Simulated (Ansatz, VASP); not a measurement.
## BP in VASP and in Ansatz

Contents of INCAR:

```
SYSTEM = BP
PREC = Accurate
ENCUT = 520
EDIFF = 1E-6
ISMEAR = -1
SIGMA = 0.02
LREAL = .False.
LASPH = .True.
NELM = 100
ALGO = Normal
ISIF = 2
LWAVE = .False.
LCHARG = .False.
GGA = PE
NBANDS = 11
```

File KPOINTS:

```
regular mesh
0
Gamma
  10 10 10
  0 0 0
```

Contents of POSCAR:

```
BP
1.0
    0.0000000000      2.3615434586      2.2301647885
    2.3615434586      0.0000000000      2.2301647885
    2.3615434586      2.3615434586      0.0000000000
B P
1 1
Direct
    0.0000000000      0.0000000000      0.0000000000
    0.2500000000      0.2500000000      0.2500000000
```

Input for Ansatz:

```yaml
crystal:
  lattice:
    - [0.0, 2.3615434586, 2.2301647885]
    - [2.3615434586, 0.0, 2.2301647885]
    - [2.3615434586, 2.3615434586, 0.0]
  atoms:
    - { symbol: B, position: [0.0, 0.0, 0.0] }
    - { symbol: P, position: [0.25, 0.25, 0.25] }
kpoints:
  mp_grid: { grid: [10, 10, 10] }
  band_path:
    path:
      - [0.0, 0.0, 0.0]
      - [-0.5, -0.5, 0.0]
      - [-0.375, -0.375, 0.25]
      - [-0.375, 0.0, 0.375]
      - [0.0, 0.0, 0.5]
      - [-0.5, -0.25, 0.25]
      - [0.0, 0.4, 0.4]
    npoints: 1
hamiltonian:
  xc: pbe
scf:
  occupations: { method: fermi_dirac, width: 0.02 }
  n_extra_bands: 4
output:
  forces: true
  stress: true
  eigenvalues: true
```

Change from the starting cell: epitaxial_xy strain +4.1%.

Alike in both runs: task single point; functional PBE; k mesh 10 × 10 × 10; occupations fermi-dirac, width 0.02 eV; no spin polarisation.

|  | VASP | Ansatz |
| --- | --- | --- |
| version | VASP 6.6.1 | Ansatz 0.2.0 |
| potentials or method | VASP PAW PBE potentials, release 64 (B, P) | plane waves, PAW |
| plane-wave cutoff (eV) | 520 | 420 |
| valence electrons in the cell | 8 | 8 |

Ansatz gave:

```
pressure (GPa)                                                : -8.1
traceless stress, the component that is largest in VASP (GPa) : 8.94
```

Q: What did VASP give for the same quantities?

A: Pressure (GPa): -8.3; traceless stress, the component that is largest in VASP (GPa): 8.95.

The functional is the same, so the differences come from potentials, cutoffs and numerics.
